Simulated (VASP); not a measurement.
# FeS2 (Pa-3) in VASP: settings compared, part 2 of 2

VASP 6.6.1. Earlier steps stand in the parts before.

## 3. Single point, PBE (13.54 Å³/atom)

This run uses another cell than the first one, of 13.54 Å³/atom.

INCAR

```
SYSTEM = FeS2
PREC = Accurate
ENCUT = 600
EDIFF = 1E-6
ISMEAR = 0
SIGMA = 0.01
LREAL = .FALSE.
LASPH = .TRUE.
NELM = 120
ALGO = Normal
ISIF = 2
LWAVE = .FALSE.
LCHARG = .FALSE.
GGA = PE
NBANDS = 52
GGA_COMPAT = .FALSE.
```

KPOINTS

```
Automatic mesh
0
G
  4 4 4
  0 0 0
```

POSCAR

```
FeS2
1.0
    5.4568509429      0.0000000000      0.0000000000
    0.0000000000      5.4568509429      0.0000000000
    0.0000000000      0.0000000000      5.4568509429
Fe S
4 8
Direct
    0.0000000000      0.5000000000      0.5000000000
    0.5000000000      0.5000000000      0.0000000000
    0.5000000000      0.0000000000      0.5000000000
    0.0000000000      0.0000000000      0.0000000000
    0.3826532222      0.1173467778      0.8826532222
    0.1173467778      0.8826532222      0.3826532222
    0.8826532222      0.3826532222      0.1173467778
    0.6173467778      0.6173467778      0.6173467778
    0.3826532222      0.3826532222      0.3826532222
    0.1173467778      0.6173467778      0.8826532222
    0.8826532222      0.1173467778      0.6173467778
    0.6173467778      0.8826532222      0.1173467778
```

Potentials or basis: VASP PAW PBE potentials, release 64 (Fe, S).

Run with:

```sh
cat potpaw_PBE.64/Fe/POTCAR potpaw_PBE.64/S/POTCAR > POTCAR
mpirun -np 1 vasp_std > vasp.out
```

Wall time 3.8 min (1 thread of Intel Xeon 8259CL, shared host); peak memory 0.36 GiB.

Results (log left out):

- Free energy: -72.0554 eV
- Pressure: -4.2 GPa
- Largest force: 0.114 eV/Å
- Band gap on the k mesh: 0.43 eV (least direct gap 0.47 eV)

Forces in eV/Å, atoms in the order of the input:
```
Fe   0.000  0.000  0.000
Fe   0.000  0.000  0.000
Fe   0.000  0.000  0.000
Fe   0.000  0.000  0.000
S    0.066 -0.066  0.066
S   -0.066  0.066  0.066
S    0.066  0.066 -0.066
S   -0.066 -0.066 -0.066
S    0.066  0.066  0.066
S   -0.066 -0.066  0.066
S    0.066 -0.066 -0.066
S   -0.066  0.066 -0.066
```

Levels at points of the mesh, in eV from the valence-band top:
```csv
k point,band 36,band 37,band 38,band 39,band 40,band 41,band 42,band 43,band 44,band 45
"(0.00, 0.00, 0.00)",-0.32,-0.26,-0.26,-0.26,-0.04,0.43,1.43,1.43,1.43,2.87
"(0.50, 0.00, 0.00)",-0.37,-0.12,-0.12,0.00,0.00,1.49,1.49,1.60,1.60,2.30
"(0.50, 0.50, 0.00)",-0.38,-0.12,-0.12,-0.12,-0.12,1.75,1.75,1.75,1.75,1.87
"(0.50, 0.50, 0.50)",-0.97,-0.33,-0.33,-0.33,-0.33,1.36,1.36,1.36,1.36,2.45
```

Caveat: the cell stands under tension. Spin polarisation is off, so any magnetic state and its effect on volume and gap are missing.

## 4. Single point, PBE (13.94 Å³/atom)

This run uses another cell than the first one, of 13.94 Å³/atom.

INCAR

```
SYSTEM = FeS2
ALGO = Normal ; EDIFF = 1E-6
ENCUT = 600 ; GGA = PE
GGA_COMPAT = .FALSE. ; ISIF = 2
ISMEAR = 0 ; LASPH = .TRUE.
LCHARG = .FALSE. ; LREAL = .FALSE.
LWAVE = .FALSE. ; NBANDS = 52
NELM = 120 ; PREC = Accurate
SIGMA = 0.01
```

KPOINTS

```
k-points
0
G
  4 4 4
  0 0 0
```

POSCAR, as its differences from that of step 3:

```diff
@@ -2,5 +2,5 @@
 1.0
-    5.4568509429      0.0000000000      0.0000000000
-    0.0000000000      5.4568509429      0.0000000000
-    0.0000000000      0.0000000000      5.4568509429
+    5.5093238824      0.0000000000      0.0000000000
+    0.0000000000      5.5093238824      0.0000000000
+    0.0000000000      0.0000000000      5.5093238824
 Fe S
```

Run with:

```sh
cat potpaw_PBE.64/Fe/POTCAR potpaw_PBE.64/S/POTCAR > POTCAR
mpirun -np 1 vasp_std > vasp.out
```

Wall time 3.5 min (1 thread of Intel Xeon 8259CL, shared host); peak memory 0.36 GiB.

The run converged. Its results:

- Free energy: -71.8753 eV
- Pressure: -7.9 GPa
- Largest force: 0.145 eV/Å
- Band gap on the k mesh: 0.43 eV (least direct gap 0.47 eV)

Forces on the atoms (eV/Å):
```
Fe   0.000  0.000  0.000
Fe   0.000  0.000  0.000
Fe   0.000  0.000  0.000
Fe   0.000  0.000  0.000
S    0.084 -0.084  0.084
S   -0.084  0.084  0.084
S    0.084  0.084 -0.084
S   -0.084 -0.084 -0.084
S    0.084  0.084  0.084
S   -0.084 -0.084  0.084
S    0.084 -0.084 -0.084
S   -0.084  0.084 -0.084
```

Levels at points of the mesh, in eV from the valence-band top:
```tsv
k point	band 37	band 38	band 39	band 40	band 41	band 42	band 43	band 44
(0.00, 0.00, 0.00)	-0.25	-0.25	-0.25	-0.04	0.43	1.34	1.34	1.34
(0.50, 0.00, 0.00)	-0.11	-0.11	0.00	0.00	1.42	1.42	1.53	1.53
(0.50, 0.50, 0.00)	-0.12	-0.12	-0.12	-0.12	1.66	1.66	1.66	1.66
(0.50, 0.50, 0.50)	-0.31	-0.31	-0.31	-0.31	1.26	1.26	1.26	1.26
```

Caveat: the cell stands under tension. Spin polarisation is off, so any magnetic state and its effect on volume and gap are missing.

## 5. Single point, r2SCAN (12.36 Å³/atom)

This run uses another cell than the first one, of 12.36 Å³/atom.

POSCAR

```
FeS2
1.0
    5.2927152463      0.0000000000      0.0000000000
    0.0000000000      5.2927152463      0.0000000000
    0.0000000000      0.0000000000      5.2927152463
Fe S
4 8
Direct
    0.0000000000      0.5000000000      0.5000000000
    0.5000000000      0.5000000000      0.0000000000
    0.5000000000      0.0000000000      0.5000000000
    0.0000000000      0.0000000000      0.0000000000
    0.3849931412      0.1150068588      0.8849931412
    0.1150068588      0.8849931412      0.3849931412
    0.8849931412      0.3849931412      0.1150068588
    0.6150068588      0.6150068588      0.6150068588
    0.3849931412      0.3849931412      0.3849931412
    0.1150068588      0.6150068588      0.8849931412
    0.8849931412      0.1150068588      0.6150068588
    0.6150068588      0.8849931412      0.1150068588
```

INCAR.step1

```
PREC = Accurate
ENCUT = 660
ISMEAR = 0
SIGMA = 0.01
LREAL = False
LASPH = True
NELM = 120
NBANDS = 52
GGA = PE
ALGO = Normal
EDIFF = 1E-5
LWAVE = True
LCHARG = False
GGA_COMPAT = False
```

INCAR.step2

```
PREC = Accurate
ENCUT = 660
EDIFF = 1E-6
ISMEAR = 0
SIGMA = 0.01
LREAL = False
LASPH = True
NELM = 120
ALGO = Normal
ISIF = 2
LWAVE = False
LCHARG = False
METAGGA = R2SCAN
LMIXTAU = True
NBANDS = 52
ISTART = 1
GGA_COMPAT = False
```

KPOINTS

```
Automatic mesh
0
Gamma
  4 4 4
```

Run with:

```sh
cat potpaw_PBE.64/Fe/POTCAR potpaw_PBE.64/S/POTCAR > POTCAR
cp INCAR.step1 INCAR
mpirun -np 1 vasp_std > vasp.out
cp INCAR.step2 INCAR
mpirun -np 1 vasp_std > vasp.out
```

Wall time 12 min (1 thread of Intel Xeon 8259CL, shared host); peak memory 0.41 GiB.

It converged, with:

```
Free energy            : -127.3116 eV
Pressure               : 11.5 GPa
Largest force          : 0.088 eV/Å
Band gap on the k mesh : 0.93 eV (least direct gap 1.00 eV)
```

Forces on the atoms (eV/Å):
```
Fe   0.000  0.000  0.000
Fe   0.000  0.000  0.000
Fe   0.000  0.000  0.000
Fe   0.000  0.000  0.000
S   -0.051  0.051 -0.051
S    0.051 -0.051 -0.051
S   -0.051 -0.051  0.051
S    0.051  0.051  0.051
S   -0.051 -0.051 -0.051
S    0.051  0.051 -0.051
S   -0.051  0.051  0.051
S    0.051 -0.051  0.051
```

Levels at points of the mesh, in eV from the valence-band top:
```csv
k point,band 38,band 39,band 40,band 41,band 42,band 43
"(0.00, 0.00, 0.00)",-0.20,-0.20,-0.07,0.93,2.20,2.20
"(0.50, 0.00, 0.00)",-0.14,0.00,0.00,2.23,2.23,2.24
"(0.50, 0.50, 0.00)",-0.10,-0.10,-0.10,2.47,2.47,2.47
"(0.50, 0.50, 0.50)",-0.39,-0.39,-0.39,2.23,2.23,2.23
```

Caveat: the cell stands under pressure; the PAW data sets were made with another functional, which shifts forces and pressure a little. A k mesh can miss the band edges.

## 6. Single point, r2SCAN (12.75 Å³/atom)

This run uses another cell than the first one, of 12.75 Å³/atom.

POSCAR, as its differences from that of step 5:

```diff
@@ -2,5 +2,5 @@
 1.0
-    5.2927152463      0.0000000000      0.0000000000
-    0.0000000000      5.2927152463      0.0000000000
-    0.0000000000      0.0000000000      5.2927152463
+    5.3484321329      0.0000000000      0.0000000000
+    0.0000000000      5.3484321329      0.0000000000
+    0.0000000000      0.0000000000      5.3484321329
 Fe S
```

INCAR.step1

```
PREC = Accurate ; ENCUT = 660
ISMEAR = 0 ; SIGMA = 0.01
LREAL = F ; LASPH = T
NELM = 120 ; NBANDS = 52
GGA = PE ; ALGO = Normal
EDIFF = 1E-5 ; LWAVE = T
LCHARG = F ; GGA_COMPAT = F
```

INCAR.step2

```
PREC = Accurate ; ENCUT = 660
EDIFF = 1E-6 ; ISMEAR = 0
SIGMA = 0.01 ; LREAL = F
LASPH = T ; NELM = 120
ALGO = Normal ; ISIF = 2
LWAVE = F ; LCHARG = F
METAGGA = R2SCAN ; LMIXTAU = T
NBANDS = 52 ; ISTART = 1
GGA_COMPAT = F
```

KPOINTS is that of step 5.

Potentials or basis: VASP PAW PBE potentials, release 64 (Fe, S).

Run with:

```sh
cat potpaw_PBE.64/Fe/POTCAR potpaw_PBE.64/S/POTCAR > POTCAR
cp INCAR.step1 INCAR
mpirun -np 1 vasp_std > vasp.out
cp INCAR.step2 INCAR
mpirun -np 1 vasp_std > vasp.out
```

It took 4.6 min on 1 thread of Intel Xeon Platinum 8488C (Sapphire Rapids), shared host; peak memory 0.4 GiB.

The run converged. Its results:

| Item | Value |
| --- | --- |
| Free energy | -127.5554 eV |
| Pressure | 5.2 GPa |
| Band gap on the k mesh | 0.94 eV (least direct gap 1.00 eV) |

Forces on the atoms (eV/Å):
```
Fe   0.000  0.000  0.000
Fe   0.000  0.000  0.000
Fe   0.000  0.000  0.000
Fe   0.000  0.000  0.000
S    0.001 -0.001  0.001
S   -0.001  0.001  0.001
S    0.001  0.001 -0.001
S   -0.001 -0.001 -0.001
S    0.001  0.001  0.001
S   -0.001 -0.001  0.001
S    0.001 -0.001 -0.001
S   -0.001  0.001 -0.001
```

Levels at points of the mesh, in eV from the valence-band top:
```tsv
k point	band 36	band 37	band 38	band 39	band 40	band 41	band 42	band 43	band 44	band 45
(0.00, 0.00, 0.00)	-0.33	-0.18	-0.18	-0.18	-0.06	0.94	2.09	2.09	2.09	3.80
(0.50, 0.00, 0.00)	-0.34	-0.13	-0.13	0.00	0.00	2.15	2.15	2.16	2.16	2.99
(0.50, 0.50, 0.00)	-0.38	-0.10	-0.10	-0.10	-0.10	2.38	2.38	2.38	2.38	2.53
(0.50, 0.50, 0.50)	-0.98	-0.37	-0.37	-0.37	-0.37	2.11	2.11	2.11	2.11	2.99
```

Caveat: the cell stands under pressure; the PAW data sets were made with another functional, which shifts forces and pressure a little.

## 7. Summary

| level | cell | cutoff (eV) | gap on the mesh (eV) | pressure (GPa) | largest force (eV/Å) |
| --- | --- | --- | --- | --- | --- |
| PBE | a = 5.403 Å, 12 atoms, atomic positions A | 600 | 0.42 | 0.1 | 0.08 |
| PBE | a = 5.457 Å, 12 atoms, atomic positions A | 600 | 0.43 | -4.2 | 0.11 |
| PBE | a = 5.509 Å, 12 atoms, atomic positions A | 600 | 0.43 | -7.9 | 0.14 |
| r2SCAN | a = 5.293 Å, 12 atoms, atomic positions B | 660 | 0.93 | 11.5 | 0.09 |
| r2SCAN | a = 5.348 Å, 12 atoms, atomic positions B | 660 | 0.94 | 5.2 | - |

Alike in all rows: task single point; potentials or basis VASP PAW PBE potentials, release 64 (Fe, S); no spin polarisation; k mesh 4 × 4 × 4; smearing gaussian 0.01 eV.

Caveats: the cell stands under tension (at least some runs); the cell stands under pressure (at least some runs); the PAW data sets were made with another functional, which shifts forces and pressure a little (at least some runs).

Absolute energies hang on the potentials; compare differences alone.
